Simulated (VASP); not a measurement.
# TiAl: single point with r2SCAN

Crystal: TiAl.

```
Ti Al
1.0
     3.36430    0.84107    0.84107
     0.84107    3.36430    0.84107
     0.84107    0.84107    3.36430
Ti Al
1 1
Direct
  0.00000 0.00000 0.00000
  0.50000 0.50000 0.50000
```

This cell differs from its parent crystal: ratio of the length along [111] to the lengths across it x 2.0, volume and fractional coordinates fixed.

```
Program             : VASP 6.6.1
Task                : single point
Functional          : r2SCAN
Potentials or basis : VASP PAW PBE potentials, release 64 (Ti_sv, Al)
Cutoff              : 520 eV
k mesh              : 16 × 16 × 16
Occupations         : gaussian, width 0.15 eV
Spin                : no spin polarisation
```

| Quantity | Value |
| --- | --- |
| Pressure | 14.4 GPa |

Levels at points of the mesh, in eV from the Fermi level:
```csv
k point,band 4,band 5,band 6,band 7,band 8,band 9,band 10,band 11,band 12,band 13
"(0.00, 0.00, 0.00)",-33.79,-8.89,0.59,0.59,0.59,0.86,0.86,6.96,6.96,6.96
"(0.50, 0.00, 0.00)",-33.80,-4.62,-4.33,-0.62,-0.62,2.50,2.50,3.58,7.76,8.34
"(0.50, 0.50, 0.00)",-33.83,-4.78,-2.58,-1.38,1.64,2.56,2.56,2.96,2.96,3.83
```

Wall time 3 min on 1 thread of Intel(R) Xeon(R) 6975P-C (Granite Rapids) (shared host), peak memory 0.21 GiB.

Caveat: the PAW data sets were made with another functional, which shifts forces and pressure a little.
